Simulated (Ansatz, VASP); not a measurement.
ZnS in VASP and in Ansatz

File INCAR:

```
  ALGO = Normal
  EDIFF = 1E-7
  EDIFFG = -0.02
  ENCUT = 520
  GGA = PE
  IBRION = 2
  ISIF = 2
  ISMEAR = -1
  LASPH = T
  LCHARG = F
  LREAL = F
  LWAVE = F
  NELM = 100
  NSW = 80
  PREC = Accurate
  SIGMA = 0.02
```

File KPOINTS:

```
k-points
0
Gamma
  14 14 14
```

The input POSCAR:

```
ZnS
1.0
    0.0000000000      2.7072500000      2.6260325000
    2.7072500000      0.0000000000      2.6260325000
    2.7072500000      2.7072500000      0.0000000000
Zn S
1 1
Direct
    0.0000000000      0.0000000000      0.0000000000
    0.2500000000      0.2500000000      0.2500000000
```

Input for Ansatz:

```yaml
crystal:
  lattice:
    - [0.0, 2.70725, 2.6260325]
    - [2.70725, 0.0, 2.6260325]
    - [2.70725, 2.70725, 0.0]
  atoms:
    - { symbol: Zn, position: [0.0, 0.0, 0.0] }
    - { symbol: S, position: [0.25, 0.25, 0.25] }
kpoints:
  mp_grid: { grid: [14, 14, 14] }
scf:
  occupations: { method: fermi_dirac, width: 0.02 }
hamiltonian:
  xc: pbe
  pseudopotentials: { kind: paw }
output:
  forces: true
  stress: true
  populations: true
  efg:
    quadrupole_moments_barn: { Zn: 0.122, S: -0.0694 }
    contact_densities: true
relax:
  f_tol: 0.02
  max_steps: 60
```

Change from the starting cell: z stretched by -3 %, ions relaxed.

Alike in both runs: task relaxation of the atoms; functional PBE; k mesh 14 × 14 × 14; occupations fermi-dirac, width 0.02 eV; no spin polarisation.

```csv
,VASP,Ansatz
version,VASP 6.6.1,Ansatz 0.2.0
potentials or method,"VASP PAW PBE potentials, release 64 (Zn, S)","plane-wave PAW, scalar-relativistic"
plane-wave cutoff (eV),520,420
valence electrons in the cell,18,18
```

```tsv
	VASP	Ansatz	Ansatz less VASP
gap on the k mesh at the Fermi level, each at its own relaxed structure (eV)	2.15	2.15	-0.007
```

Ansatz's warnings: stress scf threshold loose.

Noted on VASP's run: the relaxation stopped at its first step, so nothing moved.
